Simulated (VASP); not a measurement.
# Ga2O3 (R-3c) in VASP: single point with LDA

Aim: the single point of Ga2O3 with LDA.

Program: VASP 6.6.1. These are calculated values, not measurements. Logs are shortened: lines on timing, memory, paths and dates and some standing lists are left out, and cuts for length are marked.

### Step 1. The cell of the first run

It takes space group R-3c (No. 167, trigonal). The conventional cell has a = 4.985 Å, b = 4.985 Å, c = 13.441 Å, α = 90.00°, β = 90.00°, γ = 120.00°. Ga (site symmetry 3) has 6 O at 1.93 to 2.07 Å within 2.6 Å. Within 2.9 Å of O (site symmetry 2) lie 4 Ga at 1.93 to 2.07 Å and 8 O at 2.61 to 2.84 Å.

### Step 2. Single point, LDA (strained cell)

Contents of INCAR:

```
PREC = Accurate ; ENCUT = 910
EDIFF = 1E-6 ; ISMEAR = 0
SIGMA = 0.02 ; LREAL = F
LASPH = T ; NELM = 120
ALGO = Normal ; ISIF = 2
LWAVE = F ; LCHARG = F
NBANDS = 55 ; GGA_COMPAT = F
```

Contents of KPOINTS:

```
Automatic mesh
0
Gamma
  6 6 6
```

Contents of POSCAR:

```
Ga2O3
1.0
    2.4923292953      1.4389469896      4.4802196096
   -2.4923292953      1.4389469896      4.4802196096
    0.0000000000     -2.8778939791      4.4802196096
Ga O
4 6
Direct
    0.8556195641      0.8556195641      0.8556195641
    0.6443804359      0.6443804359      0.6443804359
    0.1443804359      0.1443804359      0.1443804359
    0.3556195641      0.3556195641      0.3556195641
    0.0527693602      0.4472306398      0.7500000000
    0.7500000000      0.0527693602      0.4472306398
    0.4472306398      0.7500000000      0.0527693602
    0.9472306398      0.5527693602      0.2500000000
    0.2500000000      0.9472306398      0.5527693602
    0.5527693602      0.2500000000      0.9472306398
```

Potentials or basis: VASP PAW LDA potentials, release 64 (Ga_d, O_h).

Launch:

```sh
$ cat potpaw_LDA.64/Ga_d/POTCAR potpaw_LDA.64/O_h/POTCAR > POTCAR
$ mpirun -np 1 vasp_std > vasp.out
```

OUTCAR:

```text
PREC = Accurate
   ENCUT = 910
   EDIFF = 1E-6
   ISMEAR = 0
   LREAL = F
   LASPH = T
   NELM = 120
   ISIF = 2

 ion  position               nearest neighbor table
   1  0.856  0.856  0.856-  10 1.93   8 1.93   9 1.93   5 2.07   6 2.07   7 2.07   2 2.84
   2  0.644  0.644  0.644-   9 1.93   8 1.93  10 1.93   5 2.07   7 2.07   6 2.07   1 2.84
   3  0.144  0.144  0.144-   7 1.93   5 1.93   6 1.93   8 2.07   9 2.07  10 2.07   4 2.84
   4  0.356  0.356  0.356-   6 1.93   5 1.93   7 1.93   8 2.07  10 2.07   9 2.07   3 2.84
   5  0.053  0.447  0.750-   3 1.93   4 1.93   1 2.07   2 2.07
   6  0.750  0.053  0.447-   4 1.93   3 1.93   1 2.07   2 2.07
   7  0.447  0.750  0.053-   3 1.93   4 1.93   2 2.07   1 2.07
   8  0.947  0.553  0.250-   1 1.93   2 1.93   3 2.07   4 2.07
   9  0.250  0.947  0.553-   2 1.93   1 1.93   3 2.07   4 2.07
  10  0.553  0.250  0.947-   1 1.93   2 1.93   4 2.07   3 2.07

  LATTYP: Found a trigonal (rhomboedric) cell.
 ALAT       =     5.3249076523
 COS(alpha) =     0.5618561910

  Lattice vectors:

 A1 = (   2.4923292953,   1.4389469896,   4.4802196096)
 A2 = (  -2.4923292953,   1.4389469896,   4.4802196096)
 A3 = (   0.0000000000,  -2.8778939791,   4.4802196096)

Analysis of symmetry for initial positions (statically):
=====================================================================
 Subroutine PRICEL returns:
 Original cell was already a primitive cell.

 Routine SETGRP: Setting up the symmetry group for a
 trigonal (rhombohedral) supercell.

 Subroutine GETGRP returns: Found 12 space group operations
 (whereof  6 operations were pure point group operations)
 out of a pool of 12 trial point group operations.

The static configuration has the point symmetry S_6 .
 The point group associated with its full space group is D_3d.

Analysis of symmetry for dynamics (positions and initial velocities):
=====================================================================
 Subroutine PRICEL returns:
 Original cell was already a primitive cell.

 Routine SETGRP: Setting up the symmetry group for a
 trigonal (rhombohedral) supercell.

 Subroutine GETGRP returns: Found 12 space group operations
 (whereof  6 operations were pure point group operations)
 out of a pool of 12 trial point group operations.

The dynamic configuration has the point symmetry S_6 .
 The point group associated with its full space group is D_3d.

 Subroutine INISYM returns: Found 12 space group operations
 (whereof  6 operations are pure point group operations),
 and found     1 'primitive' translations

----------------------------------------------------------------------------------------

                                     Primitive cell

  volume of cell :      96.4053

  direct lattice vectors                    reciprocal lattice vectors
     2.492329295  1.438946990  4.480219610     0.200615545  0.115825439  0.074401115
    -2.492329295  1.438946990  4.480219610    -0.200615545  0.115825439  0.074401115
     0.000000000 -2.877893979  4.480219610     0.000000000 -0.231650878  0.074401115

  length of vectors
     5.324907652  5.324907652  5.324907652     0.243305682  0.243305682  0.243305682

  position of ions in fractional coordinates (direct lattice)
     0.855619564  0.855619564  0.855619564
     0.644380436  0.644380436  0.644380436
     0.144380436  0.144380436  0.144380436
     0.355619564  0.355619564  0.355619564
     0.052769360  0.447230640  0.750000000
     0.750000000  0.052769360  0.447230640
     0.447230640  0.750000000  0.052769360
     0.947230640  0.552769360  0.250000000
     0.250000000  0.947230640  0.552769360
     0.552769360  0.250000000  0.947230640

  ion indices of the primitive-cell ions
   primitive index   ion index
                 1           1
                 2           2
                 3           3
                 4           4
                 5           5
                 6           6
                 7           7
                 8           8
                 9           9
                10          10

----------------------------------------------------------------------------------------

 KPOINTS: Automatic mesh

Automatic generation of k-mesh.
 Grid dimensions read from file:
 generate k-points for:    6    6    6

 Generating k-lattice:

  Cartesian coordinates                     Fractional coordinates (reciprocal lattice)
     0.033435924  0.019304240  0.012400186     0.166666667 -0.000000000  0.000000000
    -0.033435924  0.019304240  0.012400186    -0.000000000  0.166666667  0.000000000
     0.000000000 -0.038608480  0.012400186     0.000000000  0.000000000  0.166666667

  Length of vectors
     0.040550947  0.040550947  0.040550947

  Shift w.r.t. Gamma in fractional coordinates (k-lattice)
     0.000000000  0.000000000  0.000000000

 Subroutine IBZKPT returns following result:
 ===========================================

 Found     32 irreducible k-points:

 Following reciprocal coordinates:
            Coordinates               Weight
  0.000000  0.000000  0.000000      1.000000
  0.166667  0.000000  0.000000      6.000000
  0.333333  0.000000  0.000000      6.000000
  0.500000  0.000000  0.000000      3.000000
  0.166667  0.166667  0.000000      6.000000
  0.333333  0.166667  0.000000     12.000000
[... 16 lines left out ...]
  0.500000  0.500000  0.166667      6.000000
 -0.333333  0.500000  0.166667     12.000000
 [... further k-points ...]
   k-points           NKPTS =     32   k-points in BZ     NKDIM =     32   number of bands    NBANDS=     55
   number of dos      NEDOS =    301   number of ions     NIONS =     10
   total plane-waves  NPLWV = 157464
   dimension x,y,z NGX =    54 NGY =   54 NGZ =   54
   dimension x,y,z NGXF=   108 NGYF=  108 NGZF=  108
   ions per type =               4   6
   NGX,Y,Z   is equivalent  to a cutoff of  16.86, 16.86, 16.86 a.u.
   NGXF,Y,Z  is equivalent  to a cutoff of  33.72, 33.72, 33.72 a.u.
 SYSTEM =  unknown system
   PREC   = accura    normal or accurate (medium, high low for compatibility)
   ISTART =      0    job   : 0-new  1-cont  2-samecut
   ICHARG =      2    charge: 1-file 2-atom 10-const
   ISPIN  =      1    spin polarized calculation?
   LNONCOLLINEAR =      F non collinear calculations
   LSORBIT =      F    spin-orbit coupling
   LASPH  =      T    aspherical Exc in radial PAW
   ENCUT  =  910.0 eV  66.88 Ry    8.18 a.u.  13.10 13.10 13.10*2*pi/ulx,y,z
   NELM   =    120;   NELMIN=  2; NELMDL= -5     # of ELM steps
   EDIFF  = 0.1E-05   stopping-criterion for ELM
   LREAL  =      F    real-space projection
   EDIFFG = 0.1E-04   stopping-criterion for IOM
   NSW    =      0    number of steps for IOM
   IBRION =     -1    ionic relax: 0-MD 1-quasi-New 2-CG
   NFREE  =      0    steps in history (QN), initial steepest desc. (CG)
   ISIF   =      2    stress and relaxation
   ISYM   =      2    0-nonsym 1-usesym 2-fastsym
   POTIM  = 0.5000    time-step for ionic-motion
   TEBEG  =    0.0;   TEEND  =   0.0 temperature during run
   PSTRESS=    0.0 pullay stress
   NELECT =      88.0000    total number of electrons
   NUPDOWN=      -1.0000    fix difference up-down
   EMIN   =  10.00;   EMAX   =-10.00  energy-range for DOS
   EFERMI =   0.00;   METHOD = LEGACY
   ISMEAR =     0;   SIGMA  =   0.02  broadening in eV -4-tet -1-fermi 0-gaus
   EFERMI_NEDOS =   21; number of points for ismear=-14 and -15
   IALGO  =     38    algorithm
   IMIX   =      4    mixing-type and parameters
     AMIX     =   0.40;   BMIX     =  1.00
     AMIX_MAG =   1.60;   BMIX_MAG =  1.00
  volume/ion in A,a.u.               =       9.64        65.06
  Fermi-wavevector in a.u.,A,eV,Ry     =   1.588067  3.001011 34.313302  2.521957
  Thomas-Fermi vector in A             =   2.687128
   LORBIT       =      0    0 simple, 1 ext, 2 COOP (PROOUT), +10 PAW based schemes
   GGA     = CA    functional components
   LHFCALC =     F    Hartree Fock is set to
   AEXX    =    0.0000 exact exchange contribution
   IVDW    =     0    specifies the selected vdW correction
   LEPSILON=     F    determine dielectric tensor
   LRPA    =     F    only Hartree local field effects (RPA)
 non-spin polarized calculation
 Gauss-broadening in eV      SIGMA  =   0.02
  energy-cutoff  :      910.00
  volume of cell :       96.41
 maximum number of plane-waves:      6055
 NGX is ok and might be reduce to    54
   NGX = 27   NGY = 27   NGZ = 27

 number of electron      87.9999994 magnetization

 Free energy of the ion-electron system (eV)
  ---------------------------------------------------
  ext. energy  EPLUGINS =         0.00000000
  ---------------------------------------------------
  free energy    TOTEN  =       -68.31338473 eV

  energy without entropy =      -68.31338473  energy(sigma->0) =      -68.31338473

 E-fermi :   4.9087     XC(G=0): -12.7660

 val. band max:        4.7597766168   @ k =  -0.1667   0.1667   0.0000
 cond. band min:       7.5611178670   @ k =   0.0000   0.0000   0.0000
 fundamental gap:      2.8013412501
 Fermi energy:         4.9087045115

 k-point     1 :       0.0000    0.0000    0.0000
  band No.  band energies     occupation
      1     -14.0558      2.00000
      2     -11.9737      2.00000
      3     -11.9737      2.00000
      4     -11.9270      2.00000
      5     -11.8999      2.00000
      6     -11.8999      2.00000
[... 47 lines left out ...]
     54      15.6969      0.00000
     55      16.9172      0.00000

 k-point     2 :       0.1667    0.0000    0.0000
  band No.  band energies     occupation
      1     -13.9249      2.00000
      2     -12.0935      2.00000
      3     -11.9836      2.00000
      4     -11.9762      2.00000
      5     -11.9168      2.00000
      6     -11.8935      2.00000
[... 47 lines left out ...]
     54      16.3165      0.00000
     55      16.7278      0.00000
[... 1216 lines left out ...]
     54      16.7616      0.00000
     55      16.8734      0.00000

 k-point    24 :      -0.3333    0.5000    0.1667
  band No.  band energies     occupation
      1     -12.9778      2.00000
      2     -12.6513      2.00000
      3     -12.3216      2.00000
      4     -12.1945      2.00000
      5     -11.9508      2.00000
      6     -11.9179      2.00000
[... 47 lines left out ...]
     54      16.6021      0.00000
     55      16.9259      0.00000

 [... further k-points ...]
[... 5 lines left out ...]
  --------------------------------------------------------------------------------------
  -------------------------------------------------------------------------------------
  Total       -2.3083953     -2.3083953     -2.5949620      0.0000000     -0.0000000     -0.0000000
  in kB      -38.3636573    -38.3636573    -43.1261618      0.0000000     -0.0000000     -0.0000000
  external PRESSURE =     -39.9511588 kB  Pullay stress =       0.0000000 kB

 VOLUME and BASIS-vectors are now :
 -----------------------------------------------------------------------------
  energy-cutoff  :      910.00
  volume of cell :       96.41
      direct lattice vectors                 reciprocal lattice vectors
     2.492329295  1.438946990  4.480219610     0.200615545  0.115825439  0.074401115
    -2.492329295  1.438946990  4.480219610    -0.200615545  0.115825439  0.074401115
     0.000000000 -2.877893979  4.480219610     0.000000000 -0.231650878  0.074401115

 POSITION                                       TOTAL-FORCE (eV/Angst)
 -----------------------------------------------------------------------------------
      0.00000      0.00000     11.50009        -0.000000     -0.000000     -0.012891
      0.00000      0.00000      8.66090        -0.000000      0.000000      0.012891
      0.00000      0.00000      1.94057        -0.000000      0.000000      0.012891
      0.00000      0.00000      4.77976        -0.000000     -0.000000     -0.012891
     -0.98313     -1.43895      5.60027        -0.020010      0.000000     -0.000000
      1.73773     -0.13194      5.60027         0.010005     -0.017329      0.000000
     -0.75460      1.57089      5.60027         0.010005      0.017329      0.000000
      0.98313      1.43895      7.84038         0.020010      0.000000     -0.000000
     -1.73773      0.13194      7.84038        -0.010005      0.017329      0.000000
      0.75460     -1.57089      7.84038        -0.010005     -0.017329      0.000000
 -----------------------------------------------------------------------------------
    total drift:                               -0.000000     -0.000000      0.000000

  FREE ENERGIE OF THE ION-ELECTRON SYSTEM (eV)
  ---------------------------------------------------
  free  energy   TOTEN  =       -68.3133847349 eV

  energy  without entropy=      -68.3133847349  energy(sigma->0) =      -68.31338473
```

Wall time 8.9 min (1 thread of AMD EPYC 7R43 (Zen 3), shared host); peak memory 0.44 GiB.

Results:

| Property | Result |
| --- | --- |
| Free energy | -68.3134 eV |
| Pressure | -4.0 GPa |
| Largest force | 0.020 eV/Å |
| Band gap on the k mesh | 2.80 eV (least direct gap 3.06 eV) |

Forces on the atoms (eV/Å):
```
Ga   0.000  0.000 -0.013
Ga   0.000  0.000  0.013
Ga   0.000  0.000  0.013
Ga   0.000  0.000 -0.013
O   -0.020  0.000  0.000
O    0.010 -0.017  0.000
O    0.010  0.017  0.000
O    0.020  0.000  0.000
O   -0.010  0.017  0.000
O   -0.010 -0.017  0.000
```

Stress tensor (GPa, compression positive):
```
-3.84  0.00  0.00
 0.00 -3.84  0.00
 0.00  0.00 -4.31
```

Caveat: the cell differs from its parent crystal (strained cell); the cutoff is under 1.25 times the usual one of these potentials, so pressure, stress and relaxed cells hold a basis-set (Pulay) error; the cell stands under tension.
